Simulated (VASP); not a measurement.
# LaB (Fm-3m) in VASP: a series of runs

Aim: see how the results for LaB move with the level of theory and the settings. Levels: PBEsol, LDA, PBE. Tasks: single point.

All numbers are computed with VASP 6.6.1; they aren't measurements. Logs are shortened: lines on timing, memory, paths and dates and some standing lists are left out, and cuts for length are marked.

### 1 The cell of the first run

It takes space group Fm-3m (No. 225, cubic). The conventional cell has a = 5.672 Å, b = 5.672 Å, c = 5.672 Å, α = 90.00°, β = 90.00°, γ = 90.00°. Within 3.7 Å of La (site symmetry m-3m) lie 6 B at 2.84 Å. B (site symmetry m-3m) has 6 La at 2.84 Å within 3.7 Å.

### 2 Single point, PBEsol

The input, INCAR:

```
PREC = Accurate
ENCUT = 520
EDIFF = 1E-6
ISMEAR = 0
SIGMA = 0.05
LREAL = False
LASPH = True
NELM = 80
ALGO = Normal
ISIF = 2
LWAVE = False
LCHARG = False
GGA = PS
NBANDS = 14
```

The input, KPOINTS:

```
regular mesh
0
Gamma
  10 10 10
```

The input, POSCAR:

```
LaB
1.0
    0.0000000000      2.8357827665      2.8357827665
    2.8357827665      0.0000000000      2.8357827665
    2.8357827665      2.8357827665      0.0000000000
La B
1 1
Direct
    0.5000000000      0.5000000000      0.5000000000
    0.0000000000      0.0000000000      0.0000000000
```

Potentials or basis: VASP PAW PBE potentials, release 64 (La, B).

Started as:

```console
$ cat potpaw_PBE.64/La/POTCAR potpaw_PBE.64/B/POTCAR > POTCAR
$ mpirun -np 1 vasp_std > vasp.out
```

OUTCAR:

```text
PREC = Accurate
   ENCUT = 520
   EDIFF = 1E-6
   ISMEAR = 0
   LREAL = False
   LASPH = True
   NELM = 80
   ISIF = 2
   GGA = PS

 ion  position               nearest neighbor table
   1  0.500  0.500  0.500-   2 2.84   2 2.84   2 2.84   2 2.84   2 2.84   2 2.84
   2  0.000  0.000  0.000-   1 2.84   1 2.84   1 2.84   1 2.84   1 2.84   1 2.84

  LATTYP: Found a face centered cubic cell.
 ALAT       =     5.6715655330

  Lattice vectors:

 A1 = (   0.0000000000,   2.8357827665,   2.8357827665)
 A2 = (   2.8357827665,   0.0000000000,   2.8357827665)
 A3 = (   2.8357827665,   2.8357827665,   0.0000000000)

Analysis of symmetry for initial positions (statically):
=====================================================================
 Subroutine PRICEL returns:
 Original cell was already a primitive cell.

 Routine SETGRP: Setting up the symmetry group for a
 face centered cubic supercell.

 Subroutine GETGRP returns: Found 48 space group operations
 (whereof 48 operations were pure point group operations)
 out of a pool of 48 trial point group operations.

The static configuration has the point symmetry O_h .

Analysis of symmetry for dynamics (positions and initial velocities):
=====================================================================
 Subroutine PRICEL returns:
 Original cell was already a primitive cell.

 Routine SETGRP: Setting up the symmetry group for a
 face centered cubic supercell.

 Subroutine GETGRP returns: Found 48 space group operations
 (whereof 48 operations were pure point group operations)
 out of a pool of 48 trial point group operations.

The dynamic configuration has the point symmetry O_h .

 Subroutine INISYM returns: Found 48 space group operations
 (whereof 48 operations are pure point group operations),
 and found     1 'primitive' translations

----------------------------------------------------------------------------------------

                                     Primitive cell

  volume of cell :      45.6088

  direct lattice vectors                    reciprocal lattice vectors
     0.000000000  2.835782766  2.835782766    -0.176318160  0.176318160  0.176318160
     2.835782766  0.000000000  2.835782766     0.176318160 -0.176318160  0.176318160
     2.835782766  2.835782766  0.000000000     0.176318160  0.176318160 -0.176318160

  length of vectors
     4.010402448  4.010402448  4.010402448     0.305392012  0.305392012  0.305392012

  position of ions in fractional coordinates (direct lattice)
     0.500000000  0.500000000  0.500000000
     0.000000000  0.000000000  0.000000000

  ion indices of the primitive-cell ions
   primitive index   ion index
                 1           1
                 2           2

----------------------------------------------------------------------------------------

 KPOINTS: regular mesh

Automatic generation of k-mesh.
 Grid dimensions read from file:
 generate k-points for:   10   10   10

 Generating k-lattice:

  Cartesian coordinates                     Fractional coordinates (reciprocal lattice)
    -0.017631816  0.017631816  0.017631816     0.100000000  0.000000000  0.000000000
     0.017631816 -0.017631816  0.017631816     0.000000000  0.100000000  0.000000000
     0.017631816  0.017631816 -0.017631816     0.000000000  0.000000000  0.100000000

  Length of vectors
     0.030539201  0.030539201  0.030539201

  Shift w.r.t. Gamma in fractional coordinates (k-lattice)
     0.000000000  0.000000000  0.000000000

 Subroutine IBZKPT returns following result:
 ===========================================

 Found     47 irreducible k-points:

 Following reciprocal coordinates:
            Coordinates               Weight
  0.000000  0.000000  0.000000      1.000000
  0.100000  0.000000  0.000000      8.000000
  0.200000  0.000000  0.000000      8.000000
  0.300000  0.000000  0.000000      8.000000
  0.400000  0.000000  0.000000      8.000000
  0.500000  0.000000  0.000000      4.000000
[... 16 lines left out ...]
  0.300000  0.300000  0.000000      6.000000
  0.400000  0.300000  0.000000     24.000000
 [... further k-points ...]
   k-points           NKPTS =     47   k-points in BZ     NKDIM =     47   number of bands    NBANDS=     14
   number of dos      NEDOS =    301   number of ions     NIONS =      2
   total plane-waves  NPLWV =  27000
   dimension x,y,z NGX =    30 NGY =   30 NGZ =   30
   dimension x,y,z NGXF=    60 NGYF=   60 NGZF=   60
   ions per type =               1   1
   NGX,Y,Z   is equivalent  to a cutoff of  12.44, 12.44, 12.44 a.u.
   NGXF,Y,Z  is equivalent  to a cutoff of  24.87, 24.87, 24.87 a.u.
 SYSTEM =  unknown system
   PREC   = accura    normal or accurate (medium, high low for compatibility)
   ISTART =      0    job   : 0-new  1-cont  2-samecut
   ICHARG =      2    charge: 1-file 2-atom 10-const
   ISPIN  =      1    spin polarized calculation?
   LNONCOLLINEAR =      F non collinear calculations
   LSORBIT =      F    spin-orbit coupling
   LASPH  =      T    aspherical Exc in radial PAW
   ENCUT  =  520.0 eV  38.22 Ry    6.18 a.u.   7.46  7.46  7.46*2*pi/ulx,y,z
   NELM   =     80;   NELMIN=  2; NELMDL= -5     # of ELM steps
   EDIFF  = 0.1E-05   stopping-criterion for ELM
   LREAL  =      F    real-space projection
   EDIFFG = 0.1E-04   stopping-criterion for IOM
   NSW    =      0    number of steps for IOM
   IBRION =     -1    ionic relax: 0-MD 1-quasi-New 2-CG
   NFREE  =      0    steps in history (QN), initial steepest desc. (CG)
   ISIF   =      2    stress and relaxation
   ISYM   =      2    0-nonsym 1-usesym 2-fastsym
   POTIM  = 0.5000    time-step for ionic-motion
   TEBEG  =    0.0;   TEEND  =   0.0 temperature during run
   PSTRESS=    0.0 pullay stress
   NELECT =      14.0000    total number of electrons
   NUPDOWN=      -1.0000    fix difference up-down
   EMIN   =  10.00;   EMAX   =-10.00  energy-range for DOS
   EFERMI =   0.00;   METHOD = LEGACY
   ISMEAR =     0;   SIGMA  =   0.05  broadening in eV -4-tet -1-fermi 0-gaus
   EFERMI_NEDOS =   21; number of points for ismear=-14 and -15
   IALGO  =     38    algorithm
   IMIX   =      4    mixing-type and parameters
     AMIX     =   0.40;   BMIX     =  1.00
     AMIX_MAG =   1.60;   BMIX_MAG =  1.00
  volume/ion in A,a.u.               =      22.80       153.89
  Fermi-wavevector in a.u.,A,eV,Ry     =   1.104336  2.086892 16.593093  1.219558
  Thomas-Fermi vector in A             =   2.240807
   LORBIT       =      0    0 simple, 1 ext, 2 COOP (PROOUT), +10 PAW based schemes
   GGA     = PS    functional components
   LHFCALC =     F    Hartree Fock is set to
   AEXX    =    0.0000 exact exchange contribution
   IVDW    =     0    specifies the selected vdW correction
   LEPSILON=     F    determine dielectric tensor
   LRPA    =     F    only Hartree local field effects (RPA)
 non-spin polarized calculation
 Gauss-broadening in eV      SIGMA  =   0.05
  energy-cutoff  :      520.00
  volume of cell :       45.61
 maximum number of plane-waves:      1244
 NGX is ok and might be reduce to    30
   NGX = 15   NGY = 15   NGZ = 15

 number of electron      13.9999999 magnetization

 Free energy of the ion-electron system (eV)
  ---------------------------------------------------
  ext. energy  EPLUGINS =         0.00000000
  ---------------------------------------------------
  free energy    TOTEN  =       -11.15285598 eV

  energy without entropy =      -11.14666330  energy(sigma->0) =      -11.14975964

 E-fermi :   6.2950     XC(G=0): -10.0264

 val. band max:        6.2819314315   @ k =  -0.4000   0.3000   0.0000
 cond. band min:       6.3038704967   @ k =  -0.3000   0.4000   0.1000
 fundamental gap:      0.0219390652
 Fermi energy:         6.2950064951

 k-point     1 :       0.0000    0.0000    0.0000
  band No.  band energies     occupation
      1     -25.3385      2.00000
      2      -8.6760      2.00000
      3      -8.6760      2.00000
      4      -8.6760      2.00000
      5      -0.0548      2.00000
      6       7.4770      0.00000
      7       7.4770      0.00000
      8       7.4770      0.00000
      9       8.4409      0.00000
     10       8.4409      0.00000
     11       8.4409      0.00000
     12       8.9410      0.00000
     13       9.7496      0.00000
     14       9.7496      0.00000

 k-point     2 :       0.1000    0.0000    0.0000
  band No.  band energies     occupation
      1     -25.3293      2.00000
      2      -8.7823      2.00000
      3      -8.6846      2.00000
      4      -8.6846      2.00000
      5       0.1469      2.00000
      6       7.0056      0.00000
      7       7.1583      0.00000
      8       7.1583      0.00000
      9       8.3528      0.00000
     10       8.5852      0.00000
     11       8.5852      0.00000
     12       9.2146      0.00000
     13       9.7084      0.00000
     14       9.7088      0.00000

 k-point     3 :       0.2000    0.0000    0.0000
  band No.  band energies     occupation
      1     -25.3048      2.00000
      2      -9.0456      2.00000
      3      -8.7067      2.00000
      4      -8.7067      2.00000
      5       0.6829      2.00000
      6       6.0747      2.00000
      7       6.5472      0.00000
      8       6.5472      0.00000
      9       8.3627      0.00000
     10       8.8798      0.00000
     11       8.8798      0.00000
     12       9.4941      0.00000
     13       9.6558      0.00000
     14       9.6558      0.00000

 k-point     4 :       0.3000    0.0000    0.0000
  band No.  band energies     occupation
      1     -25.2744      2.00000
      2      -9.3461      2.00000
      3      -8.7339      2.00000
      4      -8.7339      2.00000
      5       1.3970      2.00000
      6       5.1131      2.00000
      7       5.9939      2.00000
      8       5.9939      2.00000
      9       8.5491      0.00000
     10       9.1219      0.00000
     11       9.1219      0.00000
     12       9.6316      0.00000
     13       9.6365      0.00000
     14       9.6365      0.00000

 k-point     5 :       0.4000    0.0000    0.0000
  band No.  band energies     occupation
      1     -25.2494      2.00000
      2      -9.5730      2.00000
      3      -8.7555      2.00000
      4      -8.7555      2.00000
      5       2.1182      2.00000
      6       4.2759      2.00000
      7       5.6314      2.00000
      8       5.6314      2.00000
      9       8.8393      0.00000
     10       9.2343      0.00000
     11       9.2343      0.00000
[... 276 lines left out ...]
 k-point    22 :      -0.2000    0.2000    0.0000
  band No.  band energies     occupation
      1     -25.2638      2.00000
      2      -9.2908      2.00000
      3      -8.9316      2.00000
      4      -8.7214      2.00000
      5       1.4725      2.00000
      6       4.9523      2.00000
      7       5.8486      2.00000
      8       6.3444      0.16232
      9       8.6903      0.00000
     10       8.9423      0.00000
     11       9.3048      0.00000
     12       9.5509      0.00000
     13       9.6154      0.00000
     14       9.6464      0.00000

 k-point    23 :       0.3000    0.3000    0.0000
  band No.  band energies     occupation
      1     -25.2531      2.00000
      2      -9.2666      2.00000
      3      -8.8918      2.00000
      4      -8.8918      2.00000
      5       0.9577      2.00000
      6       5.4396      2.00000
      7       6.6428      0.00000
      8       7.2390      0.00000
      9       7.2390      0.00000
     10       9.4191      0.00000
     11       9.4191      0.00000
     12       9.4210      0.00000
     13       9.5358      0.00000
     14       9.5782      0.00000

 k-point    24 :       0.4000    0.3000    0.0000
  band No.  band energies     occupation
      1     -25.2334      2.00000
      2      -9.3808      2.00000
      3      -8.9563      2.00000
      4      -8.9250      2.00000
      5       0.9691      2.00000
      6       5.7210      2.00000
      7       6.3323      0.29111
      8       7.1080      0.00000
      9       7.4646      0.00000
     10       9.3798      0.00000
     11       9.4347      0.00000
     12       9.4910      0.00000
     13       9.5194      0.00000
     14       9.6177      0.00000

 [... further k-points ...]

------------------------ aborting loop because EDIFF is reached ----------------------------------------

  FORCE on cell =-STRESS in cart. coord.  units (eV):
  Direction    XX          YY          ZZ          XY          YZ          ZX
  --------------------------------------------------------------------------------------
  -------------------------------------------------------------------------------------
  Total       -0.7448074     -0.7448074     -0.7448074     -0.0000000     -0.0000000     -0.0000000
  in kB      -26.1640951    -26.1640951    -26.1640951     -0.0000000     -0.0000000     -0.0000000
  external PRESSURE =     -26.1640951 kB  Pullay stress =       0.0000000 kB

 VOLUME and BASIS-vectors are now :
 -----------------------------------------------------------------------------
  energy-cutoff  :      520.00
  volume of cell :       45.61
      direct lattice vectors                 reciprocal lattice vectors
     0.000000000  2.835782766  2.835782766    -0.176318160  0.176318160  0.176318160
     2.835782766  0.000000000  2.835782766     0.176318160 -0.176318160  0.176318160
     2.835782766  2.835782766  0.000000000     0.176318160  0.176318160 -0.176318160

 POSITION                                       TOTAL-FORCE (eV/Angst)
 -----------------------------------------------------------------------------------
      2.83578      2.83578      2.83578         0.000000      0.000000      0.000000
      0.00000      0.00000      0.00000        -0.000000      0.000000     -0.000000
 -----------------------------------------------------------------------------------
    total drift:                               -0.000000     -0.000000      0.000000

  FREE ENERGIE OF THE ION-ELECTRON SYSTEM (eV)
  ---------------------------------------------------
  free  energy   TOTEN  =       -11.1528559753 eV

  energy  without entropy=      -11.1466633047  energy(sigma->0) =      -11.14975964
```

It took 32 s on 1 thread of AMD EPYC 7R13 (Zen 3), shared host; peak memory 0.17 GiB.

What came out:

```
Free energy            : -11.1529 eV
Pressure               : -2.6 GPa
Band gap on the k mesh : zero (bands 7 and 8 overlap by 1.97 eV)
```

Caveat: the PAW data sets were made with another functional, which shifts forces and pressure a little; spin-orbit coupling is left out, which moves the levels of the heavy elements.

### 3 Single point, LDA

The input, INCAR:

```
PREC = Accurate
ENCUT = 520
EDIFF = 1E-6
ISMEAR = 0
SIGMA = 0.05
LREAL = F
LASPH = T
NELM = 100
ALGO = Normal
ISIF = 2
LWAVE = F
LCHARG = T
GGA = CA
LELF = T
LVHAR = T
NBANDS = 14
```

The input, KPOINTS:

```
Automatic mesh
0
Gamma
  10 10 10
```

POSCAR is that of step 2.

Potentials or basis: VASP PAW LDA potentials, release 64 (La, B).

Started as:

```console
$ cat potpaw_LDA.64/La/POTCAR potpaw_LDA.64/B/POTCAR > POTCAR
$ mpirun -np 1 vasp_std > vasp.out
```

It took 28 s on 1 thread of AMD EPYC 7R13 (Zen 3), shared host; peak memory 0.15 GiB.

Results (log left out):

| Property | Result |
| --- | --- |
| Free energy | -11.6931 eV |
| Pressure | -4.3 GPa |
| Band gap on the k mesh | zero (bands 7 and 8 overlap by 1.88 eV) |

Levels at points of the mesh, in eV from the Fermi level:
| k point | band 3 | band 4 | band 5 | band 6 | band 7 | band 8 | band 9 | band 10 | band 11 | band 12 |
| --- | --- | --- | --- | --- | --- | --- | --- | --- | --- | --- |
| (0.00, 0.00, 0.00) | -14.95 | -14.95 | -6.28 | 1.08 | 1.08 | 1.08 | 2.13 | 2.13 | 2.13 | 2.41 |
| (0.50, 0.00, 0.00) | -15.04 | -15.04 | -3.69 | -2.45 | -0.79 | -0.79 | 2.48 | 2.70 | 2.70 | 3.05 |
| (0.50, 0.50, 0.00) | -15.28 | -15.28 | -5.65 | -0.18 | 0.68 | 1.14 | 1.14 | 2.80 | 2.88 | 2.95 |

Caveat: the cell stands under tension; spin-orbit coupling is left out, which moves the levels of the heavy elements.

(Part 1 of 2 ends here.)
